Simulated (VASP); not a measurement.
# Ga (C2/m) in VASP: further runs, part 2 of 2

VASP 6.6.1. Earlier steps stand in the parts before.

**4. Electric field gradients, PBEsol (equal xy, yz and zx shear strains of +2 %)**

Contents of INCAR:

```
PREC = Accurate
ENCUT = 520
EDIFF = 1E-8
ISMEAR = -1
SIGMA = 0.03
LREAL = F
LASPH = T
NELM = 80
ALGO = Normal
ISIF = 2
LWAVE = F
LCHARG = F
GGA = PS
LEFG = T
NBANDS = 12
```

Contents of KPOINTS:

```
regular mesh
0
Gamma
  16 16 16
```

Contents of POSCAR:

```
Ga
1.0
   -1.3676700000      1.4122500000      2.2290000000
    1.4122500000     -1.3676700000      2.2290000000
    1.3957500000      1.3957500000     -2.2009200000
Ga
1
Direct
    0.0000000000      0.0000000000      0.0000000000
```

Potentials or basis: VASP PAW PBE potentials, release 64 (Ga_d).

The run is started by

```bash
$ cat potpaw_PBE.64/Ga_d/POTCAR > POTCAR
$ mpirun -np 1 vasp_std > vasp.out
```

OUTCAR:

```text
PREC = Accurate
   ENCUT = 520
   EDIFF = 1E-8
   ISMEAR = -1
   LREAL = F
   LASPH = T
   NELM = 80
   ISIF = 2
   GGA = PS

 ion  position               nearest neighbor table
   1  0.000  0.000  0.000-

  Warning from LATTYP: Got some problem with cell dimensions!
  Tried to take original basis but could not verify dimensions!
  LATTYP: Found a base centered monoclinic cell.
 ALAT       =     4.0112159601
 B/A-ratio  =     0.9801019455
 C/A-ratio  =     0.7370326917
 COS(beta)  =    -0.6571784510

  Lattice vectors:

 A1 = (  -0.0280800000,  -2.8080000000,  -0.0280800000)
 A2 = (  -2.8080000000,  -0.0280800000,  -0.0280800000)
 A3 = (   1.3957500000,   1.3957500000,  -2.2009200000)

Analysis of symmetry for initial positions (statically):
=====================================================================
 Subroutine PRICEL returns:
 Original cell was already a primitive cell.

 Routine SETGRP: Setting up the symmetry group for a
 base centered monoclinic supercell.

 Subroutine GETGRP returns: Found  4 space group operations
 (whereof  4 operations were pure point group operations)
 out of a pool of  4 trial point group operations.

The static configuration has the point symmetry C_2h.

Analysis of symmetry for dynamics (positions and initial velocities):
=====================================================================
 Subroutine PRICEL returns:
 Original cell was already a primitive cell.

 Routine SETGRP: Setting up the symmetry group for a
 base centered monoclinic supercell.

 Subroutine GETGRP returns: Found  4 space group operations
 (whereof  4 operations were pure point group operations)
 out of a pool of  4 trial point group operations.

The dynamic configuration has the point symmetry C_2h.

 Subroutine INISYM returns: Found  4 space group operations
 (whereof  4 operations are pure point group operations),
 and found     1 'primitive' translations

----------------------------------------------------------------------------------------

                                     Primitive cell

  volume of cell :      17.5701

  direct lattice vectors                    reciprocal lattice vectors
    -1.367670000  1.412250000  2.229000000    -0.005748081  0.353974501  0.220833572
     1.412250000 -1.367670000  2.229000000     0.353974501 -0.005748081  0.220833572
     1.395750000  1.395750000 -2.200920000     0.352669198  0.352669198 -0.007053384

  length of vectors
     2.972105700  2.972105700  2.956397296     0.417251069  0.417251069  0.498799435

  position of ions in fractional coordinates (direct lattice)
     0.000000000  0.000000000  0.000000000

  ion indices of the primitive-cell ions
   primitive index   ion index
                 1           1

----------------------------------------------------------------------------------------

 KPOINTS: regular mesh

Automatic generation of k-mesh.
 Grid dimensions read from file:
 generate k-points for:   16   16   16
[... 70 lines left out ...]
   ISIF   =      2    stress and relaxation
   ISYM   =      2    0-nonsym 1-usesym 2-fastsym
   POTIM  = 0.5000    time-step for ionic-motion
   TEBEG  =    0.0;   TEEND  =   0.0 temperature during run
   PSTRESS=    0.0 pullay stress
   NELECT =      13.0000    total number of electrons
   NUPDOWN=      -1.0000    fix difference up-down
   EMIN   =  10.00;   EMAX   =-10.00  energy-range for DOS
   EFERMI =   0.00;   METHOD = LEGACY
   ISMEAR =    -1;   SIGMA  =   0.03  broadening in eV -4-tet -1-fermi 0-gaus
   EFERMI_NEDOS =   21; number of points for ismear=-14 and -15
   IALGO  =     38    algorithm
   IMIX   =      4    mixing-type and parameters
     AMIX     =   0.40;   BMIX     =  1.00
     AMIX_MAG =   1.60;   BMIX_MAG =  1.00
  volume/ion in A,a.u.               =      17.57       118.57
  Fermi-wavevector in a.u.,A,eV,Ry     =   1.480691  2.798100 29.830023  2.192445
  Thomas-Fermi vector in A             =   2.594693
   LORBIT       =      0    0 simple, 1 ext, 2 COOP (PROOUT), +10 PAW based schemes
   GGA     = PS    functional components
   LHFCALC =     F    Hartree Fock is set to
   AEXX    =    0.0000 exact exchange contribution
   IVDW    =     0    specifies the selected vdW correction
   LEPSILON=     F    determine dielectric tensor
   LRPA    =     F    only Hartree local field effects (RPA)
 non-spin polarized calculation
  energy-cutoff  :      520.00
  volume of cell :       17.57
 maximum number of plane-waves:       487
 NGX is ok and might be reduce to    24
   NGX = 11   NGY = 11   NGZ = 11

 number of electron      13.0000000 magnetization

 Free energy of the ion-electron system (eV)
  ---------------------------------------------------
  ext. energy  EPLUGINS =         0.00000000
  ---------------------------------------------------
  free energy    TOTEN  =        -3.33595251 eV

  energy without entropy =       -3.33502910  energy(sigma->0) =       -3.33549080

 E-fermi :   6.0888     XC(G=0): -11.5115

 val. band max:        6.0860974463   @ k =  -0.1250  -0.3750   0.4375
 cond. band min:       6.0960720084   @ k =   0.4375   0.3750   0.4375
 fundamental gap:      0.0099745620
 Fermi energy:         6.0888059111

 k-point     1 :       0.0000    0.0000    0.0000
  band No.  band energies     occupation
      1      -8.9166      2.00000
      2      -8.7885      2.00000
      3      -8.7796      2.00000
      4      -8.7539      2.00000
      5      -8.6172      2.00000
      6      -5.5318      2.00000
      7      18.7590      0.00000
      8      19.0010      0.00000
      9      19.5212      0.00000
     10      22.3222      0.00000
     11      22.5960      0.00000
     12      23.1781      0.00000
[... 331 lines left out ...]
 k-point    24 :      -0.0625    0.0625    0.0000
  band No.  band energies     occupation
      1      -8.9014      2.00000
      2      -8.7869      2.00000
      3      -8.7815      2.00000
      4      -8.7498      2.00000
      5      -8.6249      2.00000
      6      -5.3769      2.00000
      7      17.6490      0.00000
      8      18.4385      0.00000
      9      18.5057      0.00000
     10      20.8391      0.00000
     11      23.6297      0.00000
     12      24.3177      0.00000

 [... further k-points ...]
[... 5 lines left out ...]
  --------------------------------------------------------------------------------------
  -------------------------------------------------------------------------------------
  Total        0.0835062      0.0835062      0.0604051     -0.0764436     -0.0434444     -0.0434444
  in kB        7.6147313      7.6147313      5.5081987     -6.9707087     -3.9615917     -3.9615935
  external PRESSURE =       6.9125537 kB  Pullay stress =       0.0000000 kB

 VOLUME and BASIS-vectors are now :
 -----------------------------------------------------------------------------
  energy-cutoff  :      520.00
  volume of cell :       17.57
      direct lattice vectors                 reciprocal lattice vectors
    -1.367670000  1.412250000  2.229000000    -0.005748081  0.353974501  0.220833572
     1.412250000 -1.367670000  2.229000000     0.353974501 -0.005748081  0.220833572
     1.395750000  1.395750000 -2.200920000     0.352669198  0.352669198 -0.007053384

 POSITION                                       TOTAL-FORCE (eV/Angst)
 -----------------------------------------------------------------------------------
      0.00000      0.00000      0.00000         0.000000     -0.000000      0.000000
 -----------------------------------------------------------------------------------
    total drift:                                0.000000      0.000000     -0.000000

  FREE ENERGIE OF THE ION-ELECTRON SYSTEM (eV)
  ---------------------------------------------------
  free  energy   TOTEN  =        -3.3359525091 eV

  energy  without entropy=       -3.3350290989  energy(sigma->0) =       -3.33549080

 Electric field gradients (V/A^2)
---------------------------------------------------------------------
 ion       V_xx      V_yy      V_zz      V_xy      V_xz      V_yz
---------------------------------------------------------------------
   1      -9.876    -9.876    19.753     1.361     3.312     3.312
---------------------------------------------------------------------

 Electric field gradients after diagonalization (V/A^2)
 (convention: |V_zz| > |V_xx| > |V_yy|)
----------------------------------------------------------------------
 ion       V_xx      V_yy      V_zz     asymmetry (V_yy - V_xx)/ V_zz
----------------------------------------------------------------------
   1     -11.238    -9.271    20.509       0.096
----------------------------------------------------------------------

           NMR quadrupolar parameters

 Cq : quadrupolar parameter    Cq=e*Q*V_zz/h
 eta: asymmetry parameters     (V_yy - V_xx)/ V_zz
 Q  : nuclear electric quadrupole moment in mb (millibarn)
----------------------------------------------------------------------
 ion       Cq(MHz)       eta       Q (mb)
----------------------------------------------------------------------
   1       0.050       0.096       1.000
----------------------------------------------------------------------
```

stdout:

```text
POSCAR found type information on POSCAR Ga
 POSCAR found :  1 types and       1 ions
 scaLAPACK will be used
 -----------------------------------------------------------------------------
|                                                                             |
|                                                                             |
|     You enforced a specific xc type in the INCAR file but a different       |
|     I HOPE YOU KNOW WHAT YOU ARE DOING!                                     |
|                                                                             |
 -----------------------------------------------------------------------------

 LDA part: xc-table for (Slater+PW92), standard interpolation
 POSCAR, INCAR and KPOINTS ok, starting setup
 FFT: planning ... GRIDC
 FFT: planning ... GRID_SOFT
 FFT: planning ... GRID
 WAVECAR not read
 entering main loop
ion   1
```

Wall time 86 s (1 thread of Intel Xeon Platinum 8488C (Sapphire Rapids), shared host); peak memory 0.33 GiB.

What came out:

| Item | Value |
| --- | --- |
| Free energy | -3.3360 eV |
| Pressure | 0.7 GPa |
| Band gap on the k mesh | zero (an odd number of electrons rules out a gap without spin polarisation) |
| Largest electric field gradient by atom | Ga +20.5 V/Å² |

Electric field gradients, principal values (V/Å²):
```tsv
atom	least	middle	greatest (by size)
1 Ga	-9.271	-11.238	20.509
```

Caveat: the cell differs from its parent crystal (equal xy, yz and zx shear strains of +2 %); without QUAD_EFG the Cq values of the log hold for a quadrupole moment of 1 mb, not for the nuclei; the PAW data sets were made with another functional, which shifts forces and pressure a little.
